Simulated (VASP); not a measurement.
# Sb (P6_3/mmc) in VASP: notebook, part 2 of 3

VASP 6.6.1. Earlier steps stand in the parts before.

**3. Electric field gradients, PBEsol (volume scaled by 0.96)**

Input file INCAR:

```
SYSTEM = Sb
ALGO     = Normal         ! electronic algorithm
EDIFF    = 1E-8           ! SCF threshold, eV
ENCUT    = 520            ! plane-wave cutoff, eV
GGA      = PS             ! functional
ISIF     = 2              ! what is computed and relaxed
ISMEAR   = -1             ! smearing method
LASPH    = .True.         ! aspherical terms in the spheres
LCHARG   = .False.        ! write CHGCAR
LEFG     = .True.       
LREAL    = .False.        ! projectors in reciprocal space
LWAVE    = .False.        ! write WAVECAR
NBANDS   = 12             ! bands
NELM     = 100            ! most SCF steps
PREC     = Accurate       ! precision mode
SIGMA    = 0.05           ! smearing width, eV
```

Input file KPOINTS:

```
k-points
0
Gamma
  12 12 7
  0 0 0
```

Input file POSCAR:

```
Sb
1.0
    3.3234675684      0.0000000000      0.0000000000
   -1.6617337843      2.8782073429      0.0000000000
    0.0000000000      0.0000000000      5.2579641425
Sb
2
Direct
    0.3333333333      0.6666666667      0.2500000000
    0.6666666667      0.3333333333      0.7500000000
```

Potentials or basis: VASP PAW PBE potentials, release 64 (Sb).

Launch:

```sh
$ cat potpaw_PBE.64/Sb/POTCAR > POTCAR
$ mpirun -np 1 vasp_std > vasp.out
```

OUTCAR:

```text
SYSTEM = Sb
   EDIFF = 1E-8
   ENCUT = 520
   GGA = PS
   ISIF = 2
   ISMEAR = -1
   LASPH = .True.
   LREAL = .False.
   NELM = 100
   PREC = Accurate

 ion  position               nearest neighbor table
   1  0.333  0.667  0.250-   2 3.25   2 3.25   2 3.25   2 3.25   2 3.25   2 3.25
   2  0.667  0.333  0.750-   1 3.25   1 3.25   1 3.25   1 3.25   1 3.25   1 3.25

  LATTYP: Found a hexagonal cell.
 ALAT       =     3.3234675684
 C/A-ratio  =     1.5820717471

  Lattice vectors:

 A1 = (   3.3234675684,   0.0000000000,   0.0000000000)
 A2 = (  -1.6617337843,   2.8782073429,   0.0000000000)
[... 575 lines left out ...]
  free  energy   TOTEN  =        -8.6640271817 eV

  energy  without entropy=       -8.6529720941  energy(sigma->0) =       -8.65849964

 Electric field gradients (V/A^2)
---------------------------------------------------------------------
 ion       V_xx      V_yy      V_zz      V_xy      V_xz      V_yz
---------------------------------------------------------------------
   1      -9.540    -9.540    19.080    -0.000     0.000    -0.000
   2      -9.540    -9.540    19.080    -0.000    -0.000     0.000
---------------------------------------------------------------------

 Electric field gradients after diagonalization (V/A^2)
 (convention: |V_zz| > |V_xx| > |V_yy|)
----------------------------------------------------------------------
 ion       V_xx      V_yy      V_zz     asymmetry (V_yy - V_xx)/ V_zz
----------------------------------------------------------------------
   1      -9.540    -9.540    19.080       0.000
   2      -9.540    -9.540    19.080       0.000
----------------------------------------------------------------------

           NMR quadrupolar parameters

 Cq : quadrupolar parameter    Cq=e*Q*V_zz/h
 eta: asymmetry parameters     (V_yy - V_xx)/ V_zz
 Q  : nuclear electric quadrupole moment in mb (millibarn)
----------------------------------------------------------------------
 ion       Cq(MHz)       eta       Q (mb)
----------------------------------------------------------------------
   1       0.046       0.000       1.000
   2       0.046       0.000       1.000
----------------------------------------------------------------------
```

OSZICAR:

```text
N       E                     dE             d eps       ncg     rms          rms(c)
DAV:   1     0.331232655346E+02    0.33123E+02   -0.36239E+03  1824   0.668E+02
DAV:   2    -0.686463885037E+01   -0.39988E+02   -0.38627E+02  2364   0.108E+02
DAV:   3    -0.866363505570E+01   -0.17990E+01   -0.17706E+01  2284   0.256E+01
DAV:   4    -0.867714838267E+01   -0.13513E-01   -0.13512E-01  2152   0.266E+00
DAV:   5    -0.867728530278E+01   -0.13692E-03   -0.13692E-03  2136   0.296E-01    0.265E+00
DAV:   6    -0.866882539471E+01    0.84599E-02   -0.28594E-03  2104   0.257E-01    0.152E+00
DAV:   7    -0.866404042325E+01    0.47850E-02   -0.56696E-03  1936   0.360E-01    0.326E-02
DAV:   8    -0.866402822026E+01    0.12203E-04   -0.72422E-05  2220   0.619E-02    0.146E-02
DAV:   9    -0.866402792278E+01    0.29748E-06   -0.14679E-06  2064   0.914E-03    0.370E-03
DAV:  10    -0.866402755614E+01    0.36663E-06   -0.18321E-07  2128   0.237E-03    0.268E-03
DAV:  11    -0.866402716916E+01    0.38698E-06   -0.48293E-09  1564   0.515E-04    0.904E-05
DAV:  12    -0.866402718739E+01   -0.18225E-07   -0.74382E-10  1160   0.198E-04    0.779E-05
DAV:  13    -0.866402718170E+01    0.56855E-08   -0.12324E-10  1016   0.858E-05
   1 F= -.86640272E+01 E0= -.86584996E+01  d E =-.110551E-01
```

stdout:

```text
POSCAR found type information on POSCAR Sb
 POSCAR found :  1 types and       2 ions
 scaLAPACK will be used
 -----------------------------------------------------------------------------
|                                                                             |
|                                                                             |
|     You enforced a specific xc type in the INCAR file but a different       |
|     I HOPE YOU KNOW WHAT YOU ARE DOING!                                     |
|                                                                             |
 -----------------------------------------------------------------------------

 LDA part: xc-table for (Slater+PW92), standard interpolation
 POSCAR, INCAR and KPOINTS ok, starting setup
 FFT: planning ... GRIDC
 FFT: planning ... GRID_SOFT
 FFT: planning ... GRID
 WAVECAR not read
 entering main loop
ion   1

ion   2
```

It took 17 s on 1 thread of Intel Xeon 6975P-C (Granite Rapids), shared host; peak memory 0.19 GiB.

Results:

| Property | Result |
| --- | --- |
| Free energy | -8.6640 eV |
| Pressure | 2.9 GPa |
| Band gap on the k mesh | zero (band 5 reaches 13.54 eV, above the bottom of band 6 at 6.19 eV) |

Stress tensor (GPa, compression positive):
```
3.31 0.00 0.00
0.00 3.31 0.00
0.00 0.00 2.04
```

Electric field gradients, principal values (V/Å²):
```csv
atom,least,middle,greatest (by size)
1 Sb,-9.540,-9.540,19.080
2 Sb,-9.540,-9.540,19.080
```

Caveat: the cell differs from its parent crystal (volume scaled by 0.96); without QUAD_EFG the Cq values of the log hold for a quadrupole moment of 1 mb, not for the nuclei; the PAW data sets were made with another functional, which shifts forces and pressure a little; spin-orbit coupling is left out, which moves the levels of the heavy elements.

**4. Electric field gradients, PBEsol**

This run uses another cell than the first one, of 26.20 Å³/atom, 0.962 times its volume.

Input file INCAR:

```
ALGO = Normal ; EDIFF = 1E-8
ENCUT = 520 ; GGA = PS
ISIF = 2 ; ISMEAR = -1
LASPH = T ; LCHARG = F
LEFG = T ; LREAL = F
LWAVE = F ; NBANDS = 12
NELM = 100 ; PREC = Accurate
SIGMA = 0.05
```

Input file KPOINTS:

```
k-points
0
Gamma
  12 12 7
```

Input file POSCAR:

```
Sb
1.0
    3.3690001795      0.0000000000      0.0000000000
   -1.6845000898      2.9176397408      0.0000000000
    0.0000000000      0.0000000000      5.3300000000
Sb
2
Direct
    0.3333333333      0.6666666667      0.2500000000
    0.6666666667      0.3333333333      0.7500000000
```

Potentials or basis: VASP PAW PBE potentials, release 64 (Sb).

Launch:

```sh
$ cat potpaw_PBE.64/Sb/POTCAR > POTCAR
$ mpirun -np 1 vasp_std > vasp.out
```

OUTCAR:

```text
EDIFF = 1E-8
   ENCUT = 520
   GGA = PS
   ISIF = 2
   ISMEAR = -1
   LASPH = T
   LREAL = F
   NELM = 100
   PREC = Accurate

 ion  position               nearest neighbor table
   1  0.333  0.667  0.250-   2 3.30   2 3.30   2 3.30   2 3.30   2 3.30   2 3.30
   2  0.667  0.333  0.750-   1 3.30   1 3.30   1 3.30   1 3.30   1 3.30   1 3.30

  LATTYP: Found a hexagonal cell.
 ALAT       =     3.3690001795
 C/A-ratio  =     1.5820717471

  Lattice vectors:

 A1 = (   3.3690001795,   0.0000000000,   0.0000000000)
 A2 = (  -1.6845000898,   2.9176397408,   0.0000000000)
 A3 = (   0.0000000000,   0.0000000000,   5.3300000000)

Analysis of symmetry for initial positions (statically):
[... 35 lines left out ...]
                                     Primitive cell

  volume of cell :      52.3914

  direct lattice vectors                    reciprocal lattice vectors
     3.369000179  0.000000000  0.000000000     0.296823968  0.171371398  0.000000000
    -1.684500090  2.917639741  0.000000000     0.000000000  0.342742795  0.000000000
     0.000000000  0.000000000  5.330000000     0.000000000  0.000000000  0.187617261

  length of vectors
     3.369000179  3.369000180  5.330000000     0.342742795  0.342742795  0.187617261

  position of ions in fractional coordinates (direct lattice)
     0.333333333  0.666666667  0.250000000
     0.666666667  0.333333333  0.750000000

  ion indices of the primitive-cell ions
   primitive index   ion index
                 1           1
                 2           2

----------------------------------------------------------------------------------------

 KPOINTS: k-points

Automatic generation of k-mesh.
 Grid dimensions read from file:
 generate k-points for:   12   12    7

 Generating k-lattice:

  Cartesian coordinates                     Fractional coordinates (reciprocal lattice)
     0.024735331  0.014280950  0.000000000     0.083333333 -0.000000000  0.000000000
     0.000000000  0.028561900  0.000000000     0.000000000  0.083333333  0.000000000
     0.000000000  0.000000000  0.026802466     0.000000000  0.000000000  0.142857143

  Length of vectors
     0.028561900  0.028561900  0.026802466

  Shift w.r.t. Gamma in fractional coordinates (k-lattice)
     0.000000000  0.000000000  0.000000000

 Subroutine IBZKPT returns following result:
 ===========================================

 Found     76 irreducible k-points:

 Following reciprocal coordinates:
            Coordinates               Weight
  0.000000  0.000000  0.000000      1.000000
  0.083333  0.000000  0.000000      6.000000
  0.166667  0.000000  0.000000      6.000000
  0.250000  0.000000  0.000000      6.000000
  0.333333  0.000000  0.000000      6.000000
  0.416667  0.000000  0.000000      6.000000
[... 16 lines left out ...]
  0.250000  0.000000  0.142857     12.000000
  0.333333  0.000000  0.142857     12.000000
 [... further k-points ...]
   k-points           NKPTS =     76   k-points in BZ     NKDIM =     76   number of bands    NBANDS=     12
[... 25 lines left out ...]
   POTIM  = 0.5000    time-step for ionic-motion
   TEBEG  =    0.0;   TEEND  =   0.0 temperature during run
   PSTRESS=    0.0 pullay stress
   NELECT =      10.0000    total number of electrons
   NUPDOWN=      -1.0000    fix difference up-down
   EMIN   =  10.00;   EMAX   =-10.00  energy-range for DOS
   EFERMI =   0.00;   METHOD = LEGACY
   ISMEAR =    -1;   SIGMA  =   0.05  broadening in eV -4-tet -1-fermi 0-gaus
   EFERMI_NEDOS =   21; number of points for ismear=-14 and -15
   IALGO  =     38    algorithm
   IMIX   =      4    mixing-type and parameters
     AMIX     =   0.40;   BMIX     =  1.00
     AMIX_MAG =   1.60;   BMIX_MAG =  1.00
  volume/ion in A,a.u.               =      26.20       176.78
  Fermi-wavevector in a.u.,A,eV,Ry     =   0.942587  1.781231 12.088376  0.888471
  Thomas-Fermi vector in A             =   2.070211
   LORBIT       =      0    0 simple, 1 ext, 2 COOP (PROOUT), +10 PAW based schemes
   GGA     = PS    functional components
   LHFCALC =     F    Hartree Fock is set to
   AEXX    =    0.0000 exact exchange contribution
   IVDW    =     0    specifies the selected vdW correction
   LEPSILON=     F    determine dielectric tensor
   LRPA    =     F    only Hartree local field effects (RPA)
 non-spin polarized calculation
  energy-cutoff  :      520.00
  volume of cell :       52.39
 maximum number of plane-waves:      1428
 NGX is ok and might be reduce to    28
   NGX = 13   NGY = 13   NGZ = 19

 number of electron      10.0000000 magnetization

 Free energy of the ion-electron system (eV)
  ---------------------------------------------------
  ext. energy  EPLUGINS =         0.00000000
  ---------------------------------------------------
  free energy    TOTEN  =        -8.68119641 eV

  energy without entropy =       -8.67076011  energy(sigma->0) =       -8.67597826

 E-fermi :   8.7672     XC(G=0): -10.4510

 val. band max:        8.7559203985   @ k =   0.1667   0.0000   0.0000
 cond. band min:       8.7812688199   @ k =   0.3333   0.2500   0.0000
 fundamental gap:      0.0253484214
 Fermi energy:         8.7672340410

 k-point     1 :       0.0000    0.0000    0.0000
  band No.  band energies     occupation
      1      -4.4206      2.00000
      2      -0.1900      2.00000
      3       2.7911      2.00000
      4      12.0778      0.00000
      5      12.0778      0.00000
      6      13.8766      0.00000
      7      13.8766      0.00000
      8      14.8095      0.00000
      9      16.1602      0.00000
     10      17.5645      0.00000
     11      18.6676      0.00000
     12      18.6676      0.00000
[... 331 lines left out ...]
 k-point    24 :       0.3333    0.0000    0.1429
  band No.  band energies     occupation
      1      -2.4034      2.00000
      2       0.7549      2.00000
      3       4.5176      2.00000
      4       5.9177      2.00000
      5       7.7526      2.00000
      6       9.4931      0.00000
      7      11.2989      0.00000
      8      12.6517      0.00000
      9      13.6896      0.00000
     10      15.9708      0.00000
     11      17.7862      0.00000
     12      18.6139      0.00000

 [... further k-points ...]
[... 5 lines left out ...]
  --------------------------------------------------------------------------------------
  -------------------------------------------------------------------------------------
  Total        0.0824139      0.0824139     -0.3241257     -0.0000000      0.0000000      0.0000000
  in kB        2.5202942      2.5202942     -9.9120656     -0.0000000      0.0000000      0.0000000
  external PRESSURE =      -1.6238257 kB  Pullay stress =       0.0000000 kB

 VOLUME and BASIS-vectors are now :
 -----------------------------------------------------------------------------
  energy-cutoff  :      520.00
  volume of cell :       52.39
      direct lattice vectors                 reciprocal lattice vectors
     3.369000179  0.000000000  0.000000000     0.296823968  0.171371398  0.000000000
    -1.684500090  2.917639741  0.000000000     0.000000000  0.342742795  0.000000000
     0.000000000  0.000000000  5.330000000     0.000000000  0.000000000  0.187617261

 POSITION                                       TOTAL-FORCE (eV/Angst)
 -----------------------------------------------------------------------------------
     -0.00000      1.94509      1.33250         0.000000      0.000000      0.000000
      1.68450      0.97255      3.99750        -0.000000      0.000000      0.000000
 -----------------------------------------------------------------------------------
    total drift:                               -0.000000      0.000000      0.000000

  FREE ENERGIE OF THE ION-ELECTRON SYSTEM (eV)
  ---------------------------------------------------
  free  energy   TOTEN  =        -8.6811964138 eV

  energy  without entropy=       -8.6707601110  energy(sigma->0) =       -8.67597826

 Electric field gradients (V/A^2)
---------------------------------------------------------------------
 ion       V_xx      V_yy      V_zz      V_xy      V_xz      V_yz
---------------------------------------------------------------------
   1     -10.397   -10.397    20.795     0.000     0.000    -0.000
   2     -10.397   -10.397    20.795     0.000    -0.000     0.000
---------------------------------------------------------------------

 Electric field gradients after diagonalization (V/A^2)
 (convention: |V_zz| > |V_xx| > |V_yy|)
----------------------------------------------------------------------
 ion       V_xx      V_yy      V_zz     asymmetry (V_yy - V_xx)/ V_zz
----------------------------------------------------------------------
   1     -10.397   -10.397    20.795       0.000
   2     -10.397   -10.397    20.795       0.000
----------------------------------------------------------------------

           NMR quadrupolar parameters

 Cq : quadrupolar parameter    Cq=e*Q*V_zz/h
 eta: asymmetry parameters     (V_yy - V_xx)/ V_zz
 Q  : nuclear electric quadrupole moment in mb (millibarn)
----------------------------------------------------------------------
 ion       Cq(MHz)       eta       Q (mb)
----------------------------------------------------------------------
   1       0.050       0.000       1.000
   2       0.050       0.000       1.000
----------------------------------------------------------------------
```

OSZICAR:

```text
N       E                     dE             d eps       ncg     rms          rms(c)
DAV:   1     0.341904752198E+02    0.34190E+02   -0.36291E+03  1824   0.668E+02
DAV:   2    -0.686251163367E+01   -0.41053E+02   -0.39768E+02  2496   0.109E+02
DAV:   3    -0.868048595551E+01   -0.18180E+01   -0.17867E+01  2296   0.254E+01
DAV:   4    -0.869457466749E+01   -0.14089E-01   -0.14084E-01  2060   0.272E+00
DAV:   5    -0.869471828654E+01   -0.14362E-03   -0.14362E-03  2212   0.304E-01    0.244E+00
DAV:   6    -0.868598384697E+01    0.87344E-02   -0.36048E-03  2016   0.286E-01    0.139E+00
DAV:   7    -0.868120700811E+01    0.47768E-02   -0.69124E-03  1928   0.396E-01    0.372E-02
DAV:   8    -0.868119727639E+01    0.97317E-05   -0.86703E-05  2204   0.676E-02    0.147E-02
DAV:   9    -0.868119737201E+01   -0.95628E-07   -0.15525E-06  2076   0.961E-03    0.355E-03
DAV:  10    -0.868119677870E+01    0.59331E-06   -0.25620E-07  2072   0.277E-03    0.294E-03
DAV:  11    -0.868119640880E+01    0.36990E-06   -0.63712E-09  1588   0.585E-04    0.196E-04
DAV:  12    -0.868119642180E+01   -0.13001E-07   -0.94857E-10  1132   0.223E-04    0.132E-04
DAV:  13    -0.868119640993E+01    0.11866E-07   -0.17276E-10  1024   0.101E-04    0.252E-05
DAV:  14    -0.868119641380E+01   -0.38614E-08   -0.40848E-11  1016   0.477E-05
   1 F= -.86811964E+01 E0= -.86759783E+01  d E =-.104363E-01
```

stdout:

```text
POSCAR found type information on POSCAR Sb
 POSCAR found :  1 types and       2 ions
 scaLAPACK will be used
 -----------------------------------------------------------------------------
|                                                                             |
|                                                                             |
|     You enforced a specific xc type in the INCAR file but a different       |
|     I HOPE YOU KNOW WHAT YOU ARE DOING!                                     |
|                                                                             |
 -----------------------------------------------------------------------------

 LDA part: xc-table for (Slater+PW92), standard interpolation
 POSCAR, INCAR and KPOINTS ok, starting setup
 FFT: planning ... GRIDC
 FFT: planning ... GRID_SOFT
 FFT: planning ... GRID
 WAVECAR not read
 entering main loop
ion   1

ion   2
```

Run time: 17 s. Hardware: 1 thread of Intel Xeon 6975P-C (Granite Rapids), shared host; peak memory 0.19 GiB.

What came out:

```yaml
Free_energy: -8.6812 eV
Pressure: -0.2 GPa
Band_gap_on_the_k_mesh: zero (band 5 reaches 12.77 eV, above the bottom of band 6 at 5.79 eV)
```

Stress tensor (GPa, compression positive):
```
 0.25  0.00  0.00
 0.00  0.25  0.00
 0.00  0.00 -0.99
```

Levels at points of the mesh, in eV from the Fermi level:
```
           k point  band 3  band 4  band 5  band 6  band 7  band 8
(0.00, 0.00, 0.00)   -5.98    3.31    3.31    5.11    5.11    6.04
(0.50, 0.00, 0.00)   -4.26   -2.92   -2.42   -0.22    0.10    3.77
```

Electric field gradients, principal values (V/Å²):
| atom | least | middle | greatest (by size) |
| --- | --- | --- | --- |
| 1 Sb | -10.397 | -10.397 | 20.795 |
| 2 Sb | -10.397 | -10.397 | 20.795 |

Caveat: without QUAD_EFG the Cq values of the log hold for a quadrupole moment of 1 mb, not for the nuclei; the PAW data sets were made with another functional, which shifts forces and pressure a little; spin-orbit coupling is left out, which moves the levels of the heavy elements.

(Part 2 of 3 ends here.)
